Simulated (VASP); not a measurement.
# K (Fm-3m) in VASP: notebook

The runs below take K through single point, with r2SCAN.

All numbers are computed with VASP 6.6.1; they aren't measurements. Logs are shortened: lines on timing, memory, paths and dates and some standing lists are left out, and cuts for length are marked.

**1. The cell of the first run**

Symmetry: Fm-3m, No. 225, cubic system. The conventional cell has a = 6.916 Å, b = 6.916 Å, c = 6.916 Å, α = 90.00°, β = 90.00°, γ = 90.00°.

This isn't the form of K at room conditions, which is bcc.

**2. Single point, r2SCAN (82.69 Å³/atom)**

POSCAR

```
K
1.0
    0.0000000000      3.4579238755      3.4579238755
    3.4579238755      0.0000000000      3.4579238755
    3.4579238755      3.4579238755      0.0000000000
K
1
Direct
    0.0000000000      0.0000000000      0.0000000000
```

INCAR.step1

```
SYSTEM = K
ALGO = Normal
EDIFF = 1E-4
ENCUT = 520
GGA = PE
ISMEAR = -1
LASPH = .True.
LCHARG = .False.
LREAL = .False.
LWAVE = .True.
NBANDS = 10
NELM = 80
PREC = Accurate
SIGMA = 0.1
```

INCAR.step2

```
SYSTEM = K
ALGO = Normal
EDIFF = 1E-6
ENCUT = 520
ISIF = 2
ISMEAR = -1
ISTART = 1
LASPH = .True.
LCHARG = .False.
LMIXTAU = .True.
LREAL = .False.
LWAVE = .False.
METAGGA = R2SCAN
NBANDS = 10
NELM = 80
PREC = Accurate
SIGMA = 0.1
```

KPOINTS

```
k-points
0
Gamma
  9 9 9
  0 0 0
```

Potentials or basis: VASP PAW PBE potentials, release 64 (K_sv).

The run is started by

```console
cat potpaw_PBE.64/K_sv/POTCAR > POTCAR
cp INCAR.step1 INCAR
mpirun -np 1 vasp_std > vasp.out
cp INCAR.step2 INCAR
mpirun -np 1 vasp_std > vasp.out
```

OUTCAR:

```text
SYSTEM = K
   EDIFF = 1E-6
   ENCUT = 520
   ISIF = 2
   ISMEAR = -1
   ISTART = 1
   LASPH = .True.
   LREAL = .False.
   METAGGA = R2SCAN
   NELM = 80
   PREC = Accurate

 ion  position               nearest neighbor table
   1  0.000  0.000  0.000-

  LATTYP: Found a face centered cubic cell.
 ALAT       =     6.9158477510

  Lattice vectors:

 A1 = (   0.0000000000,   3.4579238755,   3.4579238755)
 A2 = (   3.4579238755,   0.0000000000,   3.4579238755)
 A3 = (   3.4579238755,   3.4579238755,   0.0000000000)

Analysis of symmetry for initial positions (statically):
=====================================================================
 Subroutine PRICEL returns:
 Original cell was already a primitive cell.

 Routine SETGRP: Setting up the symmetry group for a
 face centered cubic supercell.

 Subroutine GETGRP returns: Found 48 space group operations
 (whereof 48 operations were pure point group operations)
 out of a pool of 48 trial point group operations.

The static configuration has the point symmetry O_h .

Analysis of symmetry for dynamics (positions and initial velocities):
=====================================================================
 Subroutine PRICEL returns:
 Original cell was already a primitive cell.

 Routine SETGRP: Setting up the symmetry group for a
 face centered cubic supercell.

 Subroutine GETGRP returns: Found 48 space group operations
 (whereof 48 operations were pure point group operations)
 out of a pool of 48 trial point group operations.

The dynamic configuration has the point symmetry O_h .

 Subroutine INISYM returns: Found 48 space group operations
 (whereof 48 operations are pure point group operations),
 and found     1 'primitive' translations

----------------------------------------------------------------------------------------

                                     Primitive cell

  volume of cell :      82.6944

  direct lattice vectors                    reciprocal lattice vectors
     0.000000000  3.457923876  3.457923876    -0.144595433  0.144595433  0.144595433
     3.457923876  0.000000000  3.457923876     0.144595433 -0.144595433  0.144595433
     3.457923876  3.457923876  0.000000000     0.144595433  0.144595433 -0.144595433

  length of vectors
     4.890242842  4.890242842  4.890242842     0.250446636  0.250446636  0.250446636

  position of ions in fractional coordinates (direct lattice)
     0.000000000  0.000000000  0.000000000

  ion indices of the primitive-cell ions
   primitive index   ion index
                 1           1

----------------------------------------------------------------------------------------

 KPOINTS: k-points

Automatic generation of k-mesh.
 Grid dimensions read from file:
 generate k-points for:    9    9    9

 Generating k-lattice:

  Cartesian coordinates                     Fractional coordinates (reciprocal lattice)
    -0.016066159  0.016066159  0.016066159     0.111111111  0.000000000  0.000000000
     0.016066159 -0.016066159  0.016066159     0.000000000  0.111111111  0.000000000
     0.016066159  0.016066159 -0.016066159     0.000000000  0.000000000  0.111111111

  Length of vectors
     0.027827404  0.027827404  0.027827404

  Shift w.r.t. Gamma in fractional coordinates (k-lattice)
     0.000000000  0.000000000  0.000000000

 Subroutine IBZKPT returns following result:
 ===========================================

 Found     35 irreducible k-points:

 Following reciprocal coordinates:
            Coordinates               Weight
  0.000000  0.000000  0.000000      1.000000
  0.111111  0.000000  0.000000      8.000000
  0.222222  0.000000  0.000000      8.000000
  0.333333  0.000000  0.000000      8.000000
  0.444444  0.000000  0.000000      8.000000
  0.111111  0.111111  0.000000      6.000000
[... 16 lines left out ...]
 -0.333333  0.333333  0.000000     12.000000
  0.444444  0.444444  0.000000      6.000000
 [... further k-points ...]
   k-points           NKPTS =     35   k-points in BZ     NKDIM =     35   number of bands    NBANDS=     10
   number of dos      NEDOS =    301   number of ions     NIONS =      1
   total plane-waves  NPLWV =  46656
   dimension x,y,z NGX =    36 NGY =   36 NGZ =   36
   dimension x,y,z NGXF=    72 NGYF=   72 NGZF=   72
   ions per type =               1
   NGX,Y,Z   is equivalent  to a cutoff of  12.24, 12.24, 12.24 a.u.
   NGXF,Y,Z  is equivalent  to a cutoff of  24.48, 24.48, 24.48 a.u.
 SYSTEM =  K
   PREC   = accura    normal or accurate (medium, high low for compatibility)
   ISTART =      1    job   : 0-new  1-cont  2-samecut
   ICHARG =      0    charge: 1-file 2-atom 10-const
   ISPIN  =      1    spin polarized calculation?
   LNONCOLLINEAR =      F non collinear calculations
   LSORBIT =      F    spin-orbit coupling
   LASPH  =      T    aspherical Exc in radial PAW
   ENCUT  =  520.0 eV  38.22 Ry    6.18 a.u.   9.09  9.09  9.09*2*pi/ulx,y,z
   NELM   =     80;   NELMIN=  2; NELMDL=  0     # of ELM steps
   EDIFF  = 0.1E-05   stopping-criterion for ELM
   LREAL  =      F    real-space projection
   EDIFFG = 0.1E-04   stopping-criterion for IOM
   NSW    =      0    number of steps for IOM
   IBRION =     -1    ionic relax: 0-MD 1-quasi-New 2-CG
   NFREE  =      0    steps in history (QN), initial steepest desc. (CG)
   ISIF   =      2    stress and relaxation
   ISYM   =      2    0-nonsym 1-usesym 2-fastsym
   POTIM  = 0.5000    time-step for ionic-motion
   TEBEG  =    0.0;   TEEND  =   0.0 temperature during run
   PSTRESS=    0.0 pullay stress
   NELECT =       9.0000    total number of electrons
   NUPDOWN=      -1.0000    fix difference up-down
   EMIN   =  10.00;   EMAX   =-10.00  energy-range for DOS
   EFERMI =   0.00;   METHOD = LEGACY
   ISMEAR =    -1;   SIGMA  =   0.10  broadening in eV -4-tet -1-fermi 0-gaus
   EFERMI_NEDOS =   21; number of points for ismear=-14 and -15
   IALGO  =     38    algorithm
   IMIX   =      4    mixing-type and parameters
     AMIX     =   0.40;   BMIX     =  1.00
     AMIX_MAG =   1.60;   BMIX_MAG =  1.00
  volume/ion in A,a.u.               =      82.69       558.05
  Fermi-wavevector in a.u.,A,eV,Ry     =   0.781622  1.477052  8.312252  0.610933
  Thomas-Fermi vector in A             =   1.885178
   LORBIT       =      0    0 simple, 1 ext, 2 COOP (PROOUT), +10 PAW based schemes
   METAGGA = R2SCAN    functional components
   LHFCALC =     F    Hartree Fock is set to
   AEXX    =    0.0000 exact exchange contribution
   IVDW    =     0    specifies the selected vdW correction
   LEPSILON=     F    determine dielectric tensor
   LRPA    =     F    only Hartree local field effects (RPA)
 non-spin polarized calculation
  energy-cutoff  :      520.00
  volume of cell :       82.69
 maximum number of plane-waves:      2240
   NGX = 19   NGY = 19   NGZ = 19

 number of electron       8.9999999 magnetization

 Free energy of the ion-electron system (eV)
  ---------------------------------------------------
  ext. energy  EPLUGINS =         0.00000000
  ---------------------------------------------------
  free energy    TOTEN  =        -6.01977716 eV

  energy without entropy =       -5.99439152  energy(sigma->0) =       -6.00708434

 E-fermi :  -0.2830     XC(G=0):  -5.6205

 val. band max:       -0.3563680754   @ k =   0.4444   0.0000   0.0000
 cond. band min:      -0.2410791093   @ k =   0.4444   0.3333   0.0000
 fundamental gap:      0.1152889661
 Fermi energy:        -0.2830345054

 k-point     1 :       0.0000    0.0000    0.0000
  band No.  band energies     occupation
      1     -34.0398      2.00000
      2     -16.7175      2.00000
      3     -16.7175      2.00000
      4     -16.7175      2.00000
      5      -2.4499      2.00000
      6       4.2310      0.00000
      7       4.2310      0.00000
      8       4.2310      0.00000
      9       5.5002      0.00000
     10       5.5002      0.00000

 k-point     2 :       0.1111    0.0000    0.0000
  band No.  band energies     occupation
      1     -34.0395      2.00000
      2     -16.7228      2.00000
      3     -16.7182      2.00000
      4     -16.7182      2.00000
      5      -2.3087      2.00000
      6       3.7886      0.00000
      7       4.2781      0.00000
      8       4.2781      0.00000
      9       5.3719      0.00000
     10       5.3719      0.00000

 k-point     3 :       0.2222    0.0000    0.0000
  band No.  band energies     occupation
      1     -34.0388      2.00000
      2     -16.7362      2.00000
      3     -16.7201      2.00000
      4     -16.7201      2.00000
      5      -1.8935      2.00000
      6       2.8568      0.00000
      7       4.2963      0.00000
      8       4.2964      0.00000
      9       5.3006      0.00000
     10       5.3006      0.00000

 k-point     4 :       0.3333    0.0000    0.0000
  band No.  band energies     occupation
      1     -34.0381      2.00000
      2     -16.7514      2.00000
      3     -16.7222      2.00000
      4     -16.7222      2.00000
      5      -1.2292      1.99984
      6       1.7713      0.00000
      7       4.1485      0.00000
      8       4.1485      0.00000
      9       5.6277      0.00000
     10       5.6277      0.00000

 k-point     5 :       0.4444    0.0000    0.0000
  band No.  band energies     occupation
      1     -34.0376      2.00000
      2     -16.7612      2.00000
      3     -16.7236      2.00000
      4     -16.7236      2.00000
      5      -0.3564      1.35107
      6       0.6685      0.00015
      7       4.0167      0.00000
      8       4.0167      0.00000
      9       6.0883      0.00000
     10       6.1358      0.00000

 k-point     6 :       0.1111    0.1111    0.0000
  band No.  band energies     occupation
      1     -34.0394      2.00000
      2     -16.7227      2.00000
      3     -16.7194      2.00000
      4     -16.7194      2.00000
      5      -2.2619      2.00000
      6       3.8139      0.00000
      7       4.2312      0.00000
      8       4.2312      0.00000
      9       5.0081      0.00000
     10       5.5766      0.00000
[... 183 lines left out ...]
 k-point    21 :       0.4444    0.3333    0.0000
  band No.  band energies     occupation
      1     -34.0371      2.00000
      2     -16.7547      2.00000
      3     -16.7337      2.00000
      4     -16.7315      2.00000
      5      -0.2411      0.79325
      6       2.0521      0.00000
      7       2.2805      0.00000
      8       4.4231      0.00000
      9       4.4505      0.00000
     10       6.1038      0.00000

 k-point    22 :      -0.4444    0.3333    0.0000
  band No.  band energies     occupation
      1     -34.0369      2.00000
      2     -16.7544      2.00000
      3     -16.7404      2.00000
      4     -16.7309      2.00000
      5       0.5350      0.00056
      6       1.3712      0.00000
      7       1.8779      0.00000
      8       4.2986      0.00000
      9       4.3822      0.00000
     10       6.2667      0.00000

 k-point    23 :      -0.3333    0.3333    0.0000
  band No.  band energies     occupation
      1     -34.0370      2.00000
      2     -16.7479      2.00000
      3     -16.7476      2.00000
      4     -16.7285      2.00000
      5       0.5153      0.00068
      6       1.4129      0.00000
      7       1.6649      0.00000
      8       4.3080      0.00000
      9       4.6173      0.00000
     10       5.8553      0.00000

 k-point    24 :       0.4444    0.4444    0.0000
  band No.  band energies     occupation
      1     -34.0369      2.00000
      2     -16.7588      2.00000
      3     -16.7336      2.00000
      4     -16.7336      2.00000
      5       0.2461      0.01002
      6       1.4871      0.00000
      7       2.2911      0.00000
      8       4.6095      0.00000
      9       4.6096      0.00000
     10       5.6803      0.00000

 [... further k-points ...]
[... 5 lines left out ...]
  --------------------------------------------------------------------------------------
  -------------------------------------------------------------------------------------
  Total       -0.1220156     -0.1220156     -0.1220156     -0.0000000      0.0000000     -0.0000000
  in kB       -2.3640128     -2.3640128     -2.3640128     -0.0000000      0.0000000     -0.0000000
  external PRESSURE =      -2.3640128 kB  Pullay stress =       0.0000000 kB

 VOLUME and BASIS-vectors are now :
 -----------------------------------------------------------------------------
  energy-cutoff  :      520.00
  volume of cell :       82.69
      direct lattice vectors                 reciprocal lattice vectors
     0.000000000  3.457923876  3.457923876    -0.144595433  0.144595433  0.144595433
     3.457923876  0.000000000  3.457923876     0.144595433 -0.144595433  0.144595433
     3.457923876  3.457923876  0.000000000     0.144595433  0.144595433 -0.144595433

 POSITION                                       TOTAL-FORCE (eV/Angst)
 -----------------------------------------------------------------------------------
      0.00000      0.00000      0.00000        -0.000000     -0.000000     -0.000000
 -----------------------------------------------------------------------------------
    total drift:                               -0.000000     -0.000000     -0.000000

  FREE ENERGIE OF THE ION-ELECTRON SYSTEM (eV)
  ---------------------------------------------------
  free  energy   TOTEN  =        -6.0197771610 eV

  energy  without entropy=       -5.9943915176  energy(sigma->0) =       -6.00708434
```

Wall time 1.8 min (1 thread of AMD EPYC 7R43 (Zen 3), shared host); peak memory 0.18 GiB.

What came out:

| Property | Result |
| --- | --- |
| Free energy | -6.0198 eV |
| Pressure | -0.2 GPa |
| Band gap on the k mesh | zero (an odd number of electrons rules out a gap without spin polarisation) |

Caveat: the PAW data sets were made with another functional, which shifts forces and pressure a little.

(Continued in part 2 of 2.)
